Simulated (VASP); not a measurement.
# TiB (F-43m) in VASP: electric field gradients with LDA

Aim: the electric field gradients of TiB with LDA.

Program: VASP 6.6.1. These are calculated values, not measurements. Logs are shortened: lines on timing, memory, paths and dates and some standing lists are left out, and cuts for length are marked.

### 1 The cell of the first run

Symmetry: F-43m, No. 216, cubic system. The conventional cell has a = 4.284 Å, b = 4.284 Å, c = 4.284 Å, α = 90.00°, β = 90.00°, γ = 90.00°. Ti (site symmetry -43m) has 4 B at 1.86 Å within 2.5 Å. B (site symmetry -43m) has 4 Ti at 1.86 Å within 2.5 Å.

### 2 Electric field gradients, LDA (9.83 Å³/atom)

INCAR

```
SYSTEM = TiB
  PREC = Accurate
  ENCUT = 520
  EDIFF = 1E-8
  ISMEAR = -1
  SIGMA = 0.05
  LREAL = .FALSE.
  LASPH = .TRUE.
  NELM = 80
  ALGO = Normal
  ISIF = 2
  LWAVE = .FALSE.
  LCHARG = .FALSE.
  LEFG = .TRUE.
  NBANDS = 14
```

KPOINTS

```
Automatic mesh
0
G
  13 13 13
  0 0 0
```

POSCAR

```
TiB
1.0
    0.0000000000      2.1422065399      2.1422065399
    2.1422065399      0.0000000000      2.1422065399
    2.1422065399      2.1422065399      0.0000000000
Ti B
1 1
Direct
    0.7500000000      0.7500000000      0.7500000000
    0.0000000000      0.0000000000      0.0000000000
```

Potentials or basis: VASP PAW LDA potentials, release 64 (Ti_sv, B).

Run with:

```console
$ cat potpaw_LDA.64/Ti_sv/POTCAR potpaw_LDA.64/B/POTCAR > POTCAR
$ mpirun -np 1 vasp_std > vasp.out
```

OUTCAR:

```text
SYSTEM = TiB
   PREC = Accurate
   ENCUT = 520
   EDIFF = 1E-8
   ISMEAR = -1
   LREAL = .FALSE.
   LASPH = .TRUE.
   NELM = 80
   ISIF = 2

 ion  position               nearest neighbor table
   1  0.750  0.750  0.750-   2 1.86   2 1.86   2 1.86   2 1.86
   2  0.000  0.000  0.000-   1 1.86   1 1.86   1 1.86   1 1.86

  LATTYP: Found a face centered cubic cell.
 ALAT       =     4.2844130798

  Lattice vectors:

 A1 = (   0.0000000000,   2.1422065399,   2.1422065399)
 A2 = (   2.1422065399,   0.0000000000,   2.1422065399)
 A3 = (   2.1422065399,   2.1422065399,   0.0000000000)

Analysis of symmetry for initial positions (statically):
=====================================================================
 Subroutine PRICEL returns:
 Original cell was already a primitive cell.

 Routine SETGRP: Setting up the symmetry group for a
 face centered cubic supercell.

 Subroutine GETGRP returns: Found 24 space group operations
 (whereof 24 operations were pure point group operations)
 out of a pool of 48 trial point group operations.

The static configuration has the point symmetry T_d .

Analysis of symmetry for dynamics (positions and initial velocities):
=====================================================================
 Subroutine PRICEL returns:
 Original cell was already a primitive cell.

 Routine SETGRP: Setting up the symmetry group for a
 face centered cubic supercell.

 Subroutine GETGRP returns: Found 24 space group operations
 (whereof 24 operations were pure point group operations)
 out of a pool of 48 trial point group operations.

The dynamic configuration has the point symmetry T_d .

 Subroutine INISYM returns: Found 24 space group operations
 (whereof 24 operations are pure point group operations),
 and found     1 'primitive' translations

----------------------------------------------------------------------------------------

                                     Primitive cell

  volume of cell :      19.6614

  direct lattice vectors                    reciprocal lattice vectors
     0.000000000  2.142206540  2.142206540    -0.233404198  0.233404198  0.233404198
     2.142206540  0.000000000  2.142206540     0.233404198 -0.233404198  0.233404198
     2.142206540  2.142206540  0.000000000     0.233404198  0.233404198 -0.233404198

  length of vectors
     3.029537542  3.029537542  3.029537542     0.404267930  0.404267930  0.404267930

  position of ions in fractional coordinates (direct lattice)
     0.750000000  0.750000000  0.750000000
     0.000000000  0.000000000  0.000000000

  ion indices of the primitive-cell ions
   primitive index   ion index
                 1           1
                 2           2

----------------------------------------------------------------------------------------

 KPOINTS: Automatic mesh

Automatic generation of k-mesh.
 Grid dimensions read from file:
 generate k-points for:   13   13   13

 Generating k-lattice:

  Cartesian coordinates                     Fractional coordinates (reciprocal lattice)
    -0.017954169  0.017954169  0.017954169     0.076923077  0.000000000  0.000000000
     0.017954169 -0.017954169  0.017954169     0.000000000  0.076923077  0.000000000
     0.017954169  0.017954169 -0.017954169     0.000000000  0.000000000  0.076923077

  Length of vectors
     0.031097533  0.031097533  0.031097533

  Shift w.r.t. Gamma in fractional coordinates (k-lattice)
     0.000000000  0.000000000  0.000000000

 Subroutine IBZKPT returns following result:
 ===========================================

 Found     84 irreducible k-points:

 Following reciprocal coordinates:
            Coordinates               Weight
  0.000000  0.000000  0.000000      1.000000
  0.076923  0.000000  0.000000      8.000000
  0.153846  0.000000  0.000000      8.000000
  0.230769  0.000000  0.000000      8.000000
  0.307692  0.000000  0.000000      8.000000
  0.384615  0.000000  0.000000      8.000000
[... 16 lines left out ...]
  0.384615  0.153846  0.000000     24.000000
  0.461538  0.153846  0.000000     24.000000
 [... further k-points ...]
   k-points           NKPTS =     84   k-points in BZ     NKDIM =     84   number of bands    NBANDS=     14
   number of dos      NEDOS =    301   number of ions     NIONS =      2
   total plane-waves  NPLWV =  13824
   dimension x,y,z NGX =    24 NGY =   24 NGZ =   24
   dimension x,y,z NGXF=    48 NGYF=   48 NGZF=   48
   ions per type =               1   1
   NGX,Y,Z   is equivalent  to a cutoff of  13.17, 13.17, 13.17 a.u.
   NGXF,Y,Z  is equivalent  to a cutoff of  26.34, 26.34, 26.34 a.u.
 SYSTEM =  TiB
   PREC   = accura    normal or accurate (medium, high low for compatibility)
   ISTART =      0    job   : 0-new  1-cont  2-samecut
   ICHARG =      2    charge: 1-file 2-atom 10-const
   ISPIN  =      1    spin polarized calculation?
   LNONCOLLINEAR =      F non collinear calculations
   LSORBIT =      F    spin-orbit coupling
   LASPH  =      T    aspherical Exc in radial PAW
   ENCUT  =  520.0 eV  38.22 Ry    6.18 a.u.   5.63  5.63  5.63*2*pi/ulx,y,z
   NELM   =     80;   NELMIN=  2; NELMDL= -5     # of ELM steps
   EDIFF  = 0.1E-07   stopping-criterion for ELM
   LREAL  =      F    real-space projection
   EDIFFG = 0.1E-06   stopping-criterion for IOM
   NSW    =      0    number of steps for IOM
   IBRION =     -1    ionic relax: 0-MD 1-quasi-New 2-CG
   NFREE  =      0    steps in history (QN), initial steepest desc. (CG)
   ISIF   =      2    stress and relaxation
   ISYM   =      2    0-nonsym 1-usesym 2-fastsym
   POTIM  = 0.5000    time-step for ionic-motion
   TEBEG  =    0.0;   TEEND  =   0.0 temperature during run
   PSTRESS=    0.0 pullay stress
   NELECT =      15.0000    total number of electrons
   NUPDOWN=      -1.0000    fix difference up-down
   EMIN   =  10.00;   EMAX   =-10.00  energy-range for DOS
   EFERMI =   0.00;   METHOD = LEGACY
   ISMEAR =    -1;   SIGMA  =   0.05  broadening in eV -4-tet -1-fermi 0-gaus
   EFERMI_NEDOS =   21; number of points for ismear=-14 and -15
   IALGO  =     38    algorithm
   IMIX   =      4    mixing-type and parameters
     AMIX     =   0.40;   BMIX     =  1.00
     AMIX_MAG =   1.60;   BMIX_MAG =  1.00
  volume/ion in A,a.u.               =       9.83        66.34
  Fermi-wavevector in a.u.,A,eV,Ry     =   1.495893  2.826828 30.445707  2.237696
  Thomas-Fermi vector in A             =   2.607980
   LORBIT       =      0    0 simple, 1 ext, 2 COOP (PROOUT), +10 PAW based schemes
   GGA     = CA    functional components
   LHFCALC =     F    Hartree Fock is set to
   AEXX    =    0.0000 exact exchange contribution
   IVDW    =     0    specifies the selected vdW correction
   LEPSILON=     F    determine dielectric tensor
   LRPA    =     F    only Hartree local field effects (RPA)
 non-spin polarized calculation
  energy-cutoff  :      520.00
  volume of cell :       19.66
 maximum number of plane-waves:       540
   NGX = 11   NGY = 11   NGZ = 11

 number of electron      15.0000004 magnetization

 Free energy of the ion-electron system (eV)
  ---------------------------------------------------
  ext. energy  EPLUGINS =         0.00000000
  ---------------------------------------------------
  free energy    TOTEN  =       -12.66576548 eV

  energy without entropy =      -12.65801481  energy(sigma->0) =      -12.66189015

 E-fermi :   8.5014     XC(G=0): -12.7119

 val. band max:        8.4874102142   @ k =  -0.3846   0.4615   0.1538
 cond. band min:       8.5218423034   @ k =   0.3846   0.3077   0.0000
 fundamental gap:      0.0344320892
 Fermi energy:         8.5013989992

 k-point     1 :       0.0000    0.0000    0.0000
  band No.  band energies     occupation
      1     -45.7961      2.00000
      2     -22.3040      2.00000
      3     -22.3040      2.00000
      4     -22.3040      2.00000
      5      -0.2143      2.00000
      6       6.7433      2.00000
      7       6.7433      2.00000
      8       6.7433      2.00000
      9      11.6118      0.00000
     10      11.6118      0.00000
     11      20.3617      0.00000
     12      20.7218      0.00000
     13      20.7218      0.00000
     14      20.7218      0.00000

 k-point     2 :       0.0769    0.0000    0.0000
  band No.  band energies     occupation
      1     -45.7906      2.00000
      2     -22.3433      2.00000
      3     -22.3097      2.00000
      4     -22.3097      2.00000
      5      -0.0573      2.00000
      6       6.6737      2.00000
      7       6.8124      2.00000
      8       6.8124      2.00000
      9      11.5495      0.00000
     10      11.5495      0.00000
     11      20.2652      0.00000
     12      20.7050      0.00000
     13      20.7372      0.00000
     14      20.7372      0.00000

 k-point     3 :       0.1538    0.0000    0.0000
  band No.  band energies     occupation
      1     -45.7755      2.00000
      2     -22.4512      2.00000
      3     -22.3255      2.00000
      4     -22.3255      2.00000
      5       0.3933      2.00000
      6       6.4932      2.00000
      7       6.9913      2.00000
      8       6.9913      2.00000
      9      11.4297      0.00000
     10      11.4297      0.00000
     11      19.3455      0.00000
     12      20.6708      0.00000
     13      20.6708      0.00000
     14      21.3062      0.00000
[... 324 lines left out ...]
 k-point    23 :       0.3846    0.1538    0.0000
  band No.  band energies     occupation
      1     -45.7126      2.00000
      2     -22.7916      2.00000
      3     -22.4391      2.00000
      4     -22.4317      2.00000
      5       2.5434      2.00000
      6       5.8181      2.00000
      7       7.4333      2.00000
      8       7.8247      2.00000
      9      10.9804      0.00000
     10      12.3882      0.00000
     11      15.4883      0.00000
     12      17.9927      0.00000
     13      19.2970      0.00000
     14      22.1556      0.00000

 k-point    24 :       0.4615    0.1538    0.0000
  band No.  band energies     occupation
      1     -45.6978      2.00000
      2     -22.8804      2.00000
      3     -22.4716      2.00000
      4     -22.4386      2.00000
      5       3.1746      2.00000
      6       5.8387      2.00000
      7       7.3447      2.00000
      8       7.8596      1.99999
      9      11.6626      0.00000
     10      12.5405      0.00000
     11      14.1567      0.00000
     12      17.5717      0.00000
     13      18.5021      0.00000
     14      21.6243      0.00000

 [... further k-points ...]

------------------------ aborting loop because EDIFF is reached ----------------------------------------

  FORCE on cell =-STRESS in cart. coord.  units (eV):
  Direction    XX          YY          ZZ          XY          YZ          ZX
  --------------------------------------------------------------------------------------
  -------------------------------------------------------------------------------------
  Total       10.1890776     10.1890776     10.1890776      0.0000000      0.0000000     -0.0000000
  in kB      830.2931108    830.2931108    830.2931108      0.0000000      0.0000000     -0.0000000
  external PRESSURE =     830.2931108 kB  Pullay stress =       0.0000000 kB

 VOLUME and BASIS-vectors are now :
 -----------------------------------------------------------------------------
  energy-cutoff  :      520.00
  volume of cell :       19.66
      direct lattice vectors                 reciprocal lattice vectors
     0.000000000  2.142206540  2.142206540    -0.233404198  0.233404198  0.233404198
     2.142206540  0.000000000  2.142206540     0.233404198 -0.233404198  0.233404198
     2.142206540  2.142206540  0.000000000     0.233404198  0.233404198 -0.233404198

 POSITION                                       TOTAL-FORCE (eV/Angst)
 -----------------------------------------------------------------------------------
      3.21331      3.21331      3.21331        -0.000000     -0.000000      0.000000
      0.00000      0.00000      0.00000         0.000000      0.000000     -0.000000
 -----------------------------------------------------------------------------------
    total drift:                                0.000001      0.000001      0.000001

  FREE ENERGIE OF THE ION-ELECTRON SYSTEM (eV)
  ---------------------------------------------------
  free  energy   TOTEN  =       -12.6657654784 eV

  energy  without entropy=      -12.6580148133  energy(sigma->0) =      -12.66189015

 Electric field gradients (V/A^2)
---------------------------------------------------------------------
 ion       V_xx      V_yy      V_zz      V_xy      V_xz      V_yz
---------------------------------------------------------------------
   1      -0.000     0.000     0.000     0.001     0.001     0.001
   2       0.000     0.000     0.000     0.000     0.000     0.000
---------------------------------------------------------------------

 Electric field gradients after diagonalization (V/A^2)
 (convention: |V_zz| > |V_xx| > |V_yy|)
----------------------------------------------------------------------
 ion       V_xx      V_yy      V_zz     asymmetry (V_yy - V_xx)/ V_zz
----------------------------------------------------------------------
   1      -0.001    -0.001     0.002       0.000
   2      -0.000    -0.000     0.000       0.000
----------------------------------------------------------------------

           NMR quadrupolar parameters

 Cq : quadrupolar parameter    Cq=e*Q*V_zz/h
 eta: asymmetry parameters     (V_yy - V_xx)/ V_zz
 Q  : nuclear electric quadrupole moment in mb (millibarn)
----------------------------------------------------------------------
 ion       Cq(MHz)       eta       Q (mb)
----------------------------------------------------------------------
   1       0.000       0.000       1.000
   2       0.000       0.000       1.000
----------------------------------------------------------------------
```

Run time: 12 s. Hardware: 1 thread of Intel Xeon Platinum 8488C (Sapphire Rapids), shared host; peak memory 0.14 GiB.

Results:

| Quantity | Value |
| --- | --- |
| Free energy | -12.6658 eV |
| Pressure | 83.0 GPa |
| Band gap on the k mesh | zero (an odd number of electrons rules out a gap without spin polarisation) |
| Largest electric field gradient by atom | zero within the noise of the run |

Caveat: the cell stands under pressure.
